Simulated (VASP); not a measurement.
# Sb (Fm-3m) in VASP: settings compared

Sb is run at these levels: BLYP, PBE; tasks: single point.

Everything below comes from runs of VASP 6.6.1. Logs are shortened: lines on timing, memory, paths and dates and some standing lists are left out, and cuts for length are marked.

**1. The cell of the first run**

It takes space group Fm-3m (No. 225, cubic). The conventional cell has a = 4.742 Å, b = 4.742 Å, c = 4.742 Å, α = 90.00°, β = 90.00°, γ = 90.00°. Within 4.4 Å of Sb (site symmetry m-3m) lie 12 Sb at 3.35 Å.

**2. Single point, BLYP**

The input, INCAR:

```
AGGAC = 1.0
AGGAX = 1.0
ALDAC = 0.0
ALDAX = 1.0
ALGO = Normal
EDIFF = 1E-7
ENCUT = 520
GGA = B5
ISIF = 2
ISMEAR = -1
LASPH = True
LCHARG = False
LREAL = False
LWAVE = False
NBANDS = 8
NELM = 60
PREC = Accurate
SIGMA = 0.05
```

The input, KPOINTS:

```
k-points
0
Gamma
  10 10 10
```

The input, POSCAR:

```
Sb
1.0
    0.0000000000      2.3712425216      2.3712425216
    2.3712425216      0.0000000000      2.3712425216
    2.3712425216      2.3712425216      0.0000000000
Sb
1
Direct
    0.0000000000      0.0000000000      0.0000000000
```

Potentials or basis: VASP PAW PBE potentials, release 64 (Sb).

Run with:

```bash
cat potpaw_PBE.64/Sb/POTCAR > POTCAR
mpirun -np 1 vasp_std > vasp.out
```

OUTCAR:

```text
EDIFF = 1E-7
   ENCUT = 520
   GGA = B5
   ISIF = 2
   ISMEAR = -1
   LASPH = True
   LREAL = False
   NELM = 60
   PREC = Accurate

 ion  position               nearest neighbor table
   1  0.000  0.000  0.000-

  LATTYP: Found a face centered cubic cell.
 ALAT       =     4.7424850432

  Lattice vectors:

 A1 = (   0.0000000000,   2.3712425216,   2.3712425216)
 A2 = (   2.3712425216,   0.0000000000,   2.3712425216)
 A3 = (   2.3712425216,   2.3712425216,   0.0000000000)

Analysis of symmetry for initial positions (statically):
=====================================================================
 Subroutine PRICEL returns:
 Original cell was already a primitive cell.

 Routine SETGRP: Setting up the symmetry group for a
 face centered cubic supercell.

 Subroutine GETGRP returns: Found 48 space group operations
[... 9 lines left out ...]

 Routine SETGRP: Setting up the symmetry group for a
 face centered cubic supercell.

 Subroutine GETGRP returns: Found 48 space group operations
[... 11 lines left out ...]
                                     Primitive cell

  volume of cell :      26.6660

  direct lattice vectors                    reciprocal lattice vectors
     0.000000000  2.371242522  2.371242522    -0.210859916  0.210859916  0.210859916
     2.371242522  0.000000000  2.371242522     0.210859916 -0.210859916  0.210859916
     2.371242522  2.371242522  0.000000000     0.210859916  0.210859916 -0.210859916

  length of vectors
     3.353443334  3.353443334  3.353443334     0.365220089  0.365220089  0.365220089

  position of ions in fractional coordinates (direct lattice)
     0.000000000  0.000000000  0.000000000

  ion indices of the primitive-cell ions
   primitive index   ion index
                 1           1

----------------------------------------------------------------------------------------

 KPOINTS: k-points

Automatic generation of k-mesh.
 Grid dimensions read from file:
 generate k-points for:   10   10   10

 Generating k-lattice:

  Cartesian coordinates                     Fractional coordinates (reciprocal lattice)
    -0.021085992  0.021085992  0.021085992     0.100000000  0.000000000  0.000000000
     0.021085992 -0.021085992  0.021085992     0.000000000  0.100000000  0.000000000
     0.021085992  0.021085992 -0.021085992     0.000000000  0.000000000  0.100000000

  Length of vectors
[... 47 lines left out ...]
   ISTART =      0    job   : 0-new  1-cont  2-samecut
   ICHARG =      2    charge: 1-file 2-atom 10-const
   ISPIN  =      1    spin polarized calculation?
   LNONCOLLINEAR =      F non collinear calculations
   LSORBIT =      F    spin-orbit coupling
   LASPH  =      T    aspherical Exc in radial PAW
   ENCUT  =  520.0 eV  38.22 Ry    6.18 a.u.   6.24  6.24  6.24*2*pi/ulx,y,z
   NELM   =     60;   NELMIN=  2; NELMDL= -5     # of ELM steps
   EDIFF  = 0.1E-06   stopping-criterion for ELM
   LREAL  =      F    real-space projection
   EDIFFG = 0.1E-05   stopping-criterion for IOM
   NSW    =      0    number of steps for IOM
   IBRION =     -1    ionic relax: 0-MD 1-quasi-New 2-CG
   NFREE  =      0    steps in history (QN), initial steepest desc. (CG)
   ISIF   =      2    stress and relaxation
   ISYM   =      2    0-nonsym 1-usesym 2-fastsym
   POTIM  = 0.5000    time-step for ionic-motion
   TEBEG  =    0.0;   TEEND  =   0.0 temperature during run
   PSTRESS=    0.0 pullay stress
   NELECT =       5.0000    total number of electrons
   NUPDOWN=      -1.0000    fix difference up-down
   EMIN   =  10.00;   EMAX   =-10.00  energy-range for DOS
   EFERMI =   0.00;   METHOD = LEGACY
   ISMEAR =    -1;   SIGMA  =   0.05  broadening in eV -4-tet -1-fermi 0-gaus
   EFERMI_NEDOS =   21; number of points for ismear=-14 and -15
   IALGO  =     38    algorithm
   IMIX   =      4    mixing-type and parameters
     AMIX     =   0.40;   BMIX     =  1.00
     AMIX_MAG =   1.60;   BMIX_MAG =  1.00
  volume/ion in A,a.u.               =      26.67       179.95
  Fermi-wavevector in a.u.,A,eV,Ry     =   0.937013  1.770697 11.945820  0.877993
  Thomas-Fermi vector in A             =   2.064081
   LORBIT       =      0    0 simple, 1 ext, 2 COOP (PROOUT), +10 PAW based schemes
   GGA     = B5    functional components
   LHFCALC =     F    Hartree Fock is set to
   AEXX    =    0.0000 exact exchange contribution
   IVDW    =     0    specifies the selected vdW correction
   LEPSILON=     F    determine dielectric tensor
   LRPA    =     F    only Hartree local field effects (RPA)
 non-spin polarized calculation
  energy-cutoff  :      520.00
  volume of cell :       26.67
 maximum number of plane-waves:       728
 NGX is ok and might be reduce to    28
   NGX = 13   NGY = 13   NGZ = 13

 number of electron       5.0000000 magnetization

 Free energy of the ion-electron system (eV)
  ---------------------------------------------------
  ext. energy  EPLUGINS =         0.00000000
  ---------------------------------------------------
  free energy    TOTEN  =        -2.85176061 eV

  energy without entropy =       -2.84542625  energy(sigma->0) =       -2.84859343

 E-fermi :   9.1291     XC(G=0):  -9.6043

 val. band max:        9.0880365531   @ k =  -0.4000   0.4000   0.1000
 cond. band min:       9.1760629971   @ k =  -0.2000   0.2000   0.0000
 fundamental gap:      0.0880264440
 Fermi energy:         9.1291130767

 k-point     1 :       0.0000    0.0000    0.0000
  band No.  band energies     occupation
      1      -3.8622      2.00000
      2      14.3577      0.00000
      3      14.3577      0.00000
      4      14.3577      0.00000
      5      19.2594      0.00000
      6      19.2594      0.00000
      7      19.2594      0.00000
      8      19.7417      0.00000
[... 243 lines left out ...]
 k-point    24 :       0.4000    0.3000    0.0000
  band No.  band energies     occupation
      1      -0.6040      2.00000
      2       7.0195      2.00000
      3       9.3898      0.01083
      4      10.2343      0.00000
      5      14.6015      0.00000
      6      15.7584      0.00000
      7      24.0620      0.00000
      8      24.7891      0.00000

 [... further k-points ...]
[... 5 lines left out ...]
  --------------------------------------------------------------------------------------
  -------------------------------------------------------------------------------------
  Total        1.3150696      1.3150696      1.3150696     -0.0000000     -0.0000000      0.0000000
  in kB       79.0135205     79.0135205     79.0135205     -0.0000000     -0.0000000      0.0000000
  external PRESSURE =      79.0135205 kB  Pullay stress =       0.0000000 kB

 VOLUME and BASIS-vectors are now :
 -----------------------------------------------------------------------------
  energy-cutoff  :      520.00
  volume of cell :       26.67
      direct lattice vectors                 reciprocal lattice vectors
     0.000000000  2.371242522  2.371242522    -0.210859916  0.210859916  0.210859916
     2.371242522  0.000000000  2.371242522     0.210859916 -0.210859916  0.210859916
     2.371242522  2.371242522  0.000000000     0.210859916  0.210859916 -0.210859916

 POSITION                                       TOTAL-FORCE (eV/Angst)
 -----------------------------------------------------------------------------------
      0.00000      0.00000      0.00000         0.000000      0.000000      0.000000
 -----------------------------------------------------------------------------------
    total drift:                                0.000000      0.000000     -0.000000

  FREE ENERGIE OF THE ION-ELECTRON SYSTEM (eV)
  ---------------------------------------------------
  free  energy   TOTEN  =        -2.8517606125 eV

  energy  without entropy=       -2.8454262509  energy(sigma->0) =       -2.84859343
```

OSZICAR:

```text
N       E                     dE             d eps       ncg     rms          rms(c)
DAV:   1     0.566864647416E+01    0.56686E+01   -0.16723E+03   768   0.410E+02
DAV:   2    -0.274187779001E+01   -0.84105E+01   -0.80676E+01  1040   0.504E+01
DAV:   3    -0.285222675136E+01   -0.11035E+00   -0.11015E+00   904   0.621E+00
DAV:   4    -0.285256667430E+01   -0.33992E-03   -0.33992E-03  1112   0.437E-01
DAV:   5    -0.285256715220E+01   -0.47790E-06   -0.47749E-06   960   0.114E-02    0.156E+00
DAV:   6    -0.285189425742E+01    0.67289E-03   -0.41316E-04  1104   0.134E-01    0.920E-01
DAV:   7    -0.285172933656E+01    0.16492E-03   -0.10899E-03   840   0.220E-01    0.294E-02
DAV:   8    -0.285176022633E+01   -0.30890E-04   -0.42322E-05  1144   0.505E-02    0.839E-03
DAV:   9    -0.285176050926E+01   -0.28294E-06   -0.75949E-07   968   0.668E-03    0.189E-03
DAV:  10    -0.285176071633E+01   -0.20707E-06   -0.63009E-08  1008   0.172E-03    0.154E-03
DAV:  11    -0.285176061613E+01    0.10020E-06   -0.13556E-09   552   0.300E-04    0.212E-04
DAV:  12    -0.285176061250E+01    0.36308E-08   -0.45523E-10   504   0.176E-04
   1 F= -.28517606E+01 E0= -.28485934E+01  d E =-.633436E-02
```

Run time: 11 s. Hardware: 1 thread of AMD EPYC 9R45 (Zen 5), shared host; peak memory 0.12 GiB.

What came out:

```yaml
Free_energy: -2.8518 eV
Pressure: 7.9 GPa
```

Levels at points of the mesh, in eV from the Fermi level:
```csv
k point,band 1,band 2,band 3,band 4,band 5,band 6,band 7
"(0.00, 0.00, 0.00)",-12.99,5.23,5.23,5.23,10.13,10.13,10.13
"(0.50, 0.00, 0.00)",-9.27,-5.76,3.54,3.54,8.46,9.31,9.31
"(0.50, 0.50, 0.00)",-7.66,-4.90,0.34,0.34,4.50,4.88,17.64
```

Caveat: the PAW data sets were made with another functional, which shifts forces and pressure a little; spin-orbit coupling is left out, which moves the levels of the heavy elements.

**3. Single point, PBE**

The input, INCAR:

```
ALGO = Normal
EDIFF = 1E-6
ENCUT = 520
GGA = PE
ISIF = 2
ISMEAR = 0
LASPH = True
LCHARG = False
LREAL = False
LWAVE = False
NBANDS = 8
NELM = 80
PREC = Accurate
SIGMA = 0.012
```

KPOINTS is that of step 2.

POSCAR is that of step 2.

Potentials or basis: VASP PAW PBE potentials, release 64 (Sb).

Run with:

```bash
cat potpaw_PBE.64/Sb/POTCAR > POTCAR
mpirun -np 1 vasp_std > vasp.out
```

It took 5.4 s on 1 thread of AMD EPYC 9R45 (Zen 5), shared host; peak memory 0.12 GiB.

It converged, with:

| Item | Value |
| --- | --- |
| Free energy | -3.8155 eV |
| Pressure | 1.8 GPa |

Levels at points of the mesh, in eV from the Fermi level:
```csv
k point,band 1,band 2,band 3,band 4,band 5,band 6
"(0.00, 0.00, 0.00)",-12.93,5.46,5.46,5.46,10.05,10.05
"(0.50, 0.00, 0.00)",-9.13,-5.81,3.75,3.75,8.30,9.19
"(0.50, 0.50, 0.00)",-7.47,-4.91,0.45,0.45,4.22,4.67
```

Caveat: spin-orbit coupling is left out, which moves the levels of the heavy elements.

**4. Single point, PBE**

The input, INCAR:

```
SYSTEM = Sb
PREC = Accurate
ENCUT = 520
EDIFF = 1E-7
ISMEAR = 0
SIGMA = 0.013000000000000001
LREAL = .FALSE.
LASPH = .TRUE.
NELM = 100
ALGO = Normal
ISIF = 2
LWAVE = .FALSE.
LCHARG = .FALSE.
GGA = PE
NBANDS = 8
```

The input, KPOINTS:

```
Automatic mesh
0
G
  10 10 10
  0 0 0
```

POSCAR is that of step 3.

Run with:

```bash
cat potpaw_PBE.64/Sb/POTCAR > POTCAR
mpirun -np 1 vasp_std > vasp.out
```

It took 5.9 s on 1 thread of AMD EPYC 9R45 (Zen 5), shared host; peak memory 0.13 GiB.

The run converged. Its results:

- Free energy: -3.8155 eV
- Pressure: 1.9 GPa

Levels at points of the mesh, in eV from the Fermi level:
```csv
k point,band 1,band 2,band 3,band 4,band 5,band 6,band 7
"(0.00, 0.00, 0.00)",-12.93,5.46,5.46,5.46,10.05,10.05,10.05
"(0.50, 0.00, 0.00)",-9.13,-5.81,3.75,3.75,8.30,9.19,9.19
"(0.50, 0.50, 0.00)",-7.47,-4.91,0.45,0.45,4.22,4.67,17.67
```

Caveat: spin-orbit coupling is left out, which moves the levels of the heavy elements.

**5. Single point, PBE**

The input, INCAR:

```
SYSTEM = Sb
ALGO     = Normal         ! electronic algorithm
EDIFF    = 1E-7           ! SCF threshold, eV
ENCUT    = 520            ! plane-wave cutoff, eV
GGA      = PE             ! functional
ISIF     = 2              ! what is computed and relaxed
ISMEAR   = 0              ! smearing method
LASPH    = .TRUE.         ! aspherical terms in the spheres
LCHARG   = .FALSE.        ! write CHGCAR
LREAL    = .FALSE.        ! projectors in reciprocal space
LWAVE    = .FALSE.        ! write WAVECAR
NBANDS   = 8              ! bands
NELM     = 100            ! most SCF steps
PREC     = Accurate       ! precision mode
SIGMA    = 0.015          ! smearing width, eV
```

The input, KPOINTS:

```
k-points
0
G
  10 10 10
  0 0 0
```

POSCAR is that of step 4.

Run with:

```bash
cat potpaw_PBE.64/Sb/POTCAR > POTCAR
mpirun -np 1 vasp_std > vasp.out
```

It took 5.8 s on 1 thread of AMD EPYC 9R45 (Zen 5), shared host; peak memory 0.12 GiB.

It converged, with:

```
Free energy : -3.8156 eV
Pressure    : 1.8 GPa
```

Levels at points of the mesh, in eV from the Fermi level:
| k point | band 1 | band 2 | band 3 | band 4 | band 5 |
| --- | --- | --- | --- | --- | --- |
| (0.00, 0.00, 0.00) | -12.94 | 5.46 | 5.46 | 5.46 | 10.05 |
| (0.50, 0.00, 0.00) | -9.13 | -5.81 | 3.75 | 3.75 | 8.30 |
| (0.50, 0.50, 0.00) | -7.48 | -4.91 | 0.45 | 0.45 | 4.22 |

Caveat: spin-orbit coupling is left out, which moves the levels of the heavy elements.

**6. Single point, PBE**

The input, INCAR:

```
SYSTEM = Sb
PREC     = Accurate       ! precision mode
ENCUT    = 520            ! plane-wave cutoff, eV
EDIFF    = 1E-7           ! SCF threshold, eV
ISMEAR   = 0              ! smearing method
SIGMA    = 0.016          ! smearing width, eV
LREAL    = .FALSE.        ! projectors in reciprocal space
LASPH    = .TRUE.         ! aspherical terms in the spheres
NELM     = 80             ! most SCF steps
ALGO     = Normal         ! electronic algorithm
ISIF     = 2              ! what is computed and relaxed
LWAVE    = .FALSE.        ! write WAVECAR
LCHARG   = .FALSE.        ! write CHGCAR
GGA      = PE             ! functional
NBANDS   = 8              ! bands
```

The input, KPOINTS:

```
regular mesh
0
G
  10 10 10
  0 0 0
```

POSCAR is that of step 5.

Potentials or basis: VASP PAW PBE potentials, release 64 (Sb).

Run with:

```bash
cat potpaw_PBE.64/Sb/POTCAR > POTCAR
mpirun -np 1 vasp_std > vasp.out
```

Wall time 6.1 s (1 thread of AMD EPYC 9R45 (Zen 5), shared host); peak memory 0.12 GiB.

Results (log left out):

| Property | Result |
| --- | --- |
| Free energy | -3.8156 eV |
| Pressure | 1.8 GPa |

Levels at points of the mesh, in eV from the Fermi level:
```tsv
k point	band 1	band 2	band 3	band 4	band 5	band 6	band 7
(0.00, 0.00, 0.00)	-12.94	5.46	5.46	5.46	10.05	10.05	10.05
(0.50, 0.00, 0.00)	-9.13	-5.81	3.74	3.74	8.30	9.19	9.19
(0.50, 0.50, 0.00)	-7.48	-4.91	0.45	0.45	4.22	4.67	17.67
```

Caveat: spin-orbit coupling is left out, which moves the levels of the heavy elements.

**7. The runs side by side**

| level | smearing | gap on the mesh (eV) | pressure (GPa) |
| --- | --- | --- | --- |
| BLYP | fermi-dirac 0.05 eV | none | 7.9 |
| PBE | gaussian 0.012 eV | none | 1.8 |
| PBE | gaussian 0.013 eV | none | 1.9 |
| PBE | gaussian 0.015 eV | none | 1.8 |
| PBE | gaussian 0.016 eV | none | 1.8 |

Alike in all rows: task single point; potentials or basis VASP PAW PBE potentials, release 64 (Sb); no spin polarisation; cell as given; k mesh 10 × 10 × 10; cutoff (eV) 520.

Every run on the cell as given and a fine mesh finds a metal. The pressure there spans 1.8 GPa (PBE) to 7.9 GPa (BLYP); a positive pressure means that this level wants a larger cell, a negative one a smaller.

Caveats: spin-orbit coupling is left out, which moves the levels of the heavy elements; the PAW data sets were made with another functional, which shifts forces and pressure a little (some runs).

Total energies depend on the potentials used, so only differences within one code and one set of settings carry meaning.
